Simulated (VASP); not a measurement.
Set up this calculation in VASP 6.6.1, as the native input.

- Task: single point
- Functional: r2SCAN0
- Potentials or basis: VASP PAW PBE potentials, release 64 (In_d)
- Cutoff: 520 eV
- k mesh: 6 × 6 × 6
- Occupations: fermi-dirac, width 0.1 eV
- Spin: no spin polarisation
- Dipole correction: no
- Grid for exact exchange (PRECFOCK): Normal
- Further INCAR settings: ALGO = Normal; EDIFF = 1e-06; NBANDS = 12
- Share of exact exchange: 0.25

The system is In.

```
In
1.0
     0.00000    2.35774    2.35774
     2.35774    0.00000    2.35774
     2.35774    2.35774    0.00000
In
1
Direct
  0.00000 0.00000 0.00000
```

This isn't the form of In at room conditions, which is tetragonal.

One way to write it, as run:

POSCAR

```
In
1.0
    0.0000000000      2.3577359631      2.3577359631
    2.3577359631      0.0000000000      2.3577359631
    2.3577359631      2.3577359631      0.0000000000
In
1
Direct
    0.0000000000      0.0000000000      0.0000000000
```

INCAR.step1

```
PREC = Accurate
ENCUT = 520
EDIFF = 1E-5
ISMEAR = -1
SIGMA = 0.1
LREAL = False
LASPH = True
NELM = 80
ALGO = Normal
ISIF = 2
LWAVE = True
LCHARG = False
GGA = PE
NBANDS = 12
```

INCAR.step2

```
PREC = Accurate
ENCUT = 520
EDIFF = 1E-6
ISMEAR = -1
SIGMA = 0.1
LREAL = False
LASPH = True
NELM = 80
ALGO = Normal
ISIF = 2
LWAVE = False
LCHARG = False
METAGGA = R2SCAN
LHFCALC = True
AEXX = 0.25
LMIXTAU = True
PRECFOCK = Normal
ISTART = 1
NBANDS = 12
```

KPOINTS

```
Automatic mesh
0
Gamma
  6 6 6
```

Potentials or basis: VASP PAW PBE potentials, release 64 (In_d).

Command:

```console
$ cat potpaw_PBE.64/In_d/POTCAR > POTCAR
$ cp INCAR.step1 INCAR
$ mpirun -np 1 vasp_std > vasp.out
$ cp INCAR.step2 INCAR
$ mpirun -np 1 vasp_std > vasp.out
```

Results of the run:

- Pressure: -1.9 GPa
- Band gap on the k mesh: zero (an odd number of electrons rules out a gap without spin polarisation)

Caveat: the k points lie up to 0.38 Å⁻¹ apart, too coarse for converged energies and pressures of a metal; the PAW data sets were made with another functional, which shifts forces and pressure a little; spin-orbit coupling is left out, which moves the levels of the heavy elements.

Wall time 8.2 min on 1 thread of Intel(R) Xeon(R) 6975P-C (Granite Rapids), with other jobs on the host, peak memory 0.17 GiB.
